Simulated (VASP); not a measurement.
Set up this calculation in VASP 6.6.1, as the native input.

- Task: single point
- Functional: PBE
- Potentials or basis: VASP PAW PBE potentials, release 64 (Cd, Se)
- Cutoff: 500 eV
- k mesh: 6 × 6 × 4
- Occupations: fermi-dirac, width 0.05 eV
- Spin: no spin polarisation
- Dipole correction: no
- Further INCAR settings: ALGO = Normal; EDIFF = 1e-06; NBANDS = 26

The structure of CdSe lies in POSCAR:

```
CdSe
1.0
    4.1206210771      0.0000000000      0.0000000000
   -2.0603105385      3.5685625357      0.0000000000
    0.0000000000      0.0000000000      6.7271534793
Cd Se
2 2
Direct
    0.3333333333      0.6666666667      0.0000000000
    0.6666666667      0.3333333333      0.5000000000
    0.3333333333      0.6666666667      0.3850000000
    0.6666666667      0.3333333333      0.8850000000
```

These files were run (other wordings do the same):

INCAR

```
SYSTEM = CdSe
ALGO = Normal ; EDIFF = 1E-6
ENCUT = 500 ; GGA = PE
GGA_COMPAT = .False. ; ISIF = 2
ISMEAR = -1 ; LASPH = .True.
LCHARG = .False. ; LREAL = .False.
LWAVE = .False. ; NBANDS = 26
NELM = 120 ; PREC = Accurate
SIGMA = 0.05
```

KPOINTS

```
k-points
0
Gamma
  6 6 4
  0 0 0
```

Potentials or basis: VASP PAW PBE potentials, release 64 (Cd, Se).

Run with:

```bash
$ cat potpaw_PBE.64/Cd/POTCAR potpaw_PBE.64/Se/POTCAR > POTCAR
$ mpirun -np 1 vasp_std > vasp.out
```

Results of the run:

* Pressure: 13.4 GPa
* Largest force: 0.450 eV/Å
* Band gap on the k mesh: 0.97 eV

Caveat: the cell stands under pressure.

It took 63 s on 1 thread of AMD EPYC 7R13, with other jobs on the host, peak memory 0.19 GiB.
